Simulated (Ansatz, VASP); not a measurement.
# One calculation of CaO, two programs

```
Ca O
1.0
     0.00000    2.40356    2.40356
     2.40356    0.00000    2.40356
     2.40356    2.40356    0.00000
Ca O
1 1
Direct
  0.00000 0.00000 0.00000
  0.50000 0.50000 0.50000
```

Alike in both runs: functional PBE0; k mesh 6 × 6 × 6; occupations fermi-dirac, width 0.05 eV; no spin polarisation.

|  | VASP | Ansatz |
| --- | --- | --- |
| version | VASP 6.6.1 | Ansatz 0.2.0 |
| potentials or method | VASP PAW PBE potentials, release 64 (Ca_sv, O) | Ansatz PAW |
| plane-wave cutoff (eV) | 520 | 420 |
| valence electrons in the cell | 16 | 16 |
| task | single point | band structure |

|  | VASP | Ansatz | Ansatz less VASP |
| --- | --- | --- | --- |
| gap on the k mesh at the Fermi level (eV) | 6.05 | 6.05 | +0.007 |
| least direct gap on the mesh (eV) | 6.48 | 6.49 | +0.008 |
| pressure (GPa) | -0.1 | -0.7 | -0.67 |
